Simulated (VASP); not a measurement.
Te, 1 atom in the cell. It takes space group Im-3m (No. 229, cubic). Conventional cell: a = 3.797 Å, b = 3.797 Å, c = 3.797 Å, α = 90.00°, β = 90.00°, γ = 90.00°. Te (site symmetry m-3m) has 14 Te at 3.29 to 3.80 Å within 4.3 Å.  This cell differs from its parent crystal: volume scaled by 0.96.

```yaml
Program: VASP 6.6.1
Task: single point
Functional: PBE
Potentials_or_basis: VASP PAW PBE potentials, release 64 (Te)
Cutoff: 520 eV
k_mesh: 13 × 13 × 13
Occupations: fermi-dirac, width 0.1 eV
Spin: no spin polarisation
Dipole_correction: no
Further_INCAR_settings: ALGO = Normal; EDIFF = 1e-07; NBANDS = 9
```

Potentials or basis: VASP PAW PBE potentials, release 64 (Te).

Launch:

```console
$ cat potpaw_PBE.64/Te/POTCAR > POTCAR
$ mpirun -np 1 vasp_std > vasp.out
```

Hardware: 1 thread of Intel Xeon 6975P-C, with other jobs on the host.

**Question.** How long does it take, and how much memory?

**Answer.** Run time: 24 s on 1 thread of Intel Xeon 6975P-C, on a shared host, peak memory 0.15 GiB. Counts: scf iterations 12, k points 84.
